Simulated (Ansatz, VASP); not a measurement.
**One calculation of AlN, two programs**

INCAR

```
SYSTEM = AlN
PREC = Accurate ; ENCUT = 520
EDIFF = 1E-6 ; ISMEAR = 0
SIGMA = 0.01 ; LREAL = .False.
LASPH = .True. ; NELM = 60
ALGO = Normal ; ISIF = 2
LWAVE = .False. ; LCHARG = .True.
GGA = CA ; LELF = .True.
LVHAR = .True. ; NBANDS = 16
```

File KPOINTS:

```
regular mesh
0
Gamma
  9 9 6
  0 0 0
```

Contents of POSCAR:

```
AlN
1.0
    3.0886190489      0.0000000000      0.0000000000
   -1.5443095244      2.6748225589      0.0000000000
    0.0000000000      0.0000000000      4.9431567737
Al N
2 2
Direct
    0.3333333333      0.6666666667     -0.0176934106
    0.6666666667      0.3333333333      0.4823065894
    0.3333333333      0.6666666667      0.3996934106
    0.6666666667      0.3333333333      0.8996934106
```

Input for Ansatz:

```yaml
crystal:
  lattice:
    - [3.0886190489, 0.0, 0.0]
    - [-1.5443095244, 2.6748225589, 0.0]
    - [0.0, 0.0, 4.9431567737]
  atoms:
    - { symbol: Al, position: [0.3333333333, 0.6666666667, -0.0176934106] }
    - { symbol: Al, position: [0.6666666667, 0.3333333333, 0.4823065894] }
    - { symbol: "N", position: [0.3333333333, 0.6666666667, 0.3996934106] }
    - { symbol: "N", position: [0.6666666667, 0.3333333333, 0.8996934106] }
basis:
  ecutwfc: 420
  xc_grid: 2
kpoints:
  mp_grid: { grid: [9, 9, 6] }
hamiltonian:
  xc: lda
  pseudopotentials: { kind: paw, azcp: { folder: soft_1 } }
scf:
  occupations: { method: fixed }
output:
  forces: true
  stress: true
  eigenvalues: true
  polarization: {}
```

Change from the starting cell: polar distortion scaled by 0.70.

Alike in both runs: task single point; functional LDA; k mesh 9 × 9 × 6; no spin polarisation.

```csv
,VASP,Ansatz
version,VASP 6.6.1,Ansatz 0.2.0
potentials or method,"VASP PAW LDA potentials, release 64 (Al, N), cutoff 520 eV","scalar-relativistic, plane waves, PAW"
occupations,"gaussian, width 0.01 eV",fixed
valence electrons in the cell,16,16
```

Ansatz gave:

* gap on the k mesh at the Fermi level (eV): 3.84
* least direct gap on the mesh (eV): 3.84
* pressure (GPa): 2.0
* traceless stress, the component that is largest in VASP (GPa): -12.51
* rms of the force components (eV/Å): 0.763

**Question.** Which values does VASP return?

**Answer.** gap on the k mesh at the Fermi level (eV): 3.85; least direct gap on the mesh (eV): 3.85; pressure (GPa): 2.7; traceless stress, the component that is largest in VASP (GPa): -13.00; rms of the force components (eV/Å): 0.777.

Ansatz warns that its potentials were made for another functional, while VASP's fit it. LDA's correlation is that of Perdew and Zunger in VASP and of Perdew and Wang (1992) in Ansatz. Atom by atom the forces differ by 0.014 eV/Å (rms over components).
